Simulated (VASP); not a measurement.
Crystal: Nb.

```
Nb
1.0
     0.00000    2.09500    2.09500
     2.09500    0.00000    2.09500
     2.09500    2.09500    0.00000
Nb
1
Direct
  0.00000 0.00000 0.00000
```

This isn't the form of Nb at room conditions, which is bcc.

| Quantity | Value |
| --- | --- |
| Program | VASP 6.6.1 |
| Task | relaxation of cell and atoms |
| Functional | PBE |
| Potentials or basis | VASP PAW PBE potentials, release 64 (Nb_sv) |
| Cutoff | 500 eV |
| k mesh | 8 × 8 × 8 |
| Occupations | fermi-dirac, width 0.1 eV |
| Spin | no spin polarisation |

At the start: pressure 2.8 GPa; volume 18.39 Å³/atom.

Problem. How do energy, volume and symmetry change on relaxing?

Solution. Over 3 steps the energy falls by 2.7 meV/atom and the volume is 18.70 Å³/atom (+1.7 %); space group Fm-3m (No. 225, to 0.1 Å) before and after.

The path:
| step | energy change (eV) | largest force (eV/Å) | pressure (GPa) | volume (Å³) |
| --- | --- | --- | --- | --- |
| 1 | 0.0000 | 0.0000 | 2.81 | 18.39 |
| 2 | 0.0053 | 0.0000 | -4.49 | 19.26 |
| 3 | -0.0027 | 0.0000 | -0.02 | 18.70 |

Final structure:
```xyz
1
Lattice="0.0000 2.1069 2.1069 2.1069 0.0000 2.1069 2.1069 2.1069 0.0000" Properties=species:S:1:pos:R:3 pbc="T T T"
Nb    0.0000    0.0000    0.0000
```
